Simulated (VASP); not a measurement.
# HgTe (rocksalt type): single point with PBE

Crystal: HgTe (rocksalt type).

```xyz
2
Lattice="0.0000 3.0000 3.0000 3.0000 0.0000 3.0000 3.0000 3.0000 0.0000" Properties=species:S:1:pos:R:3 pbc="T T T"
Hg    0.0000    0.0000    0.0000
Te    3.0000    3.0000    3.0000
```

```json
{
  "Program": "VASP 6.6.1",
  "Task": "single point",
  "Functional": "PBE",
  "Potentials or basis": "VASP PAW PBE potentials, release 64 (Hg, Te)",
  "Cutoff": "520 eV",
  "k mesh": "12 × 12 × 12",
  "Occupations": "fermi-dirac, width 0.08 eV",
  "Spin": "no spin polarisation"
}
```

```
Pressure               : 4.2 GPa
Band gap on the k mesh : zero (band 9 reaches 5.29 eV, above the bottom of band 10 at 2.50 eV)
```

Levels at points of the mesh, in eV from the Fermi level:
```tsv
k point	band 6	band 7	band 8	band 9	band 10	band 11	band 12	band 13
(0.00, 0.00, 0.00)	-6.83	-0.76	-0.76	-0.76	-0.73	7.68	7.68	7.68
(0.50, 0.00, 0.00)	-6.63	-5.71	0.34	0.34	2.59	3.90	3.90	3.95
(0.50, 0.50, 0.00)	-5.87	-4.58	-2.81	-2.45	-2.45	4.79	9.45	9.45
```

Wall time 28 s on 1 thread of Intel(R) Xeon(R) Platinum 8488C (Sapphire Rapids), with other jobs on the host, peak memory 0.21 GiB.

Caveat: spin-orbit coupling is left out, which moves the levels of the heavy elements.
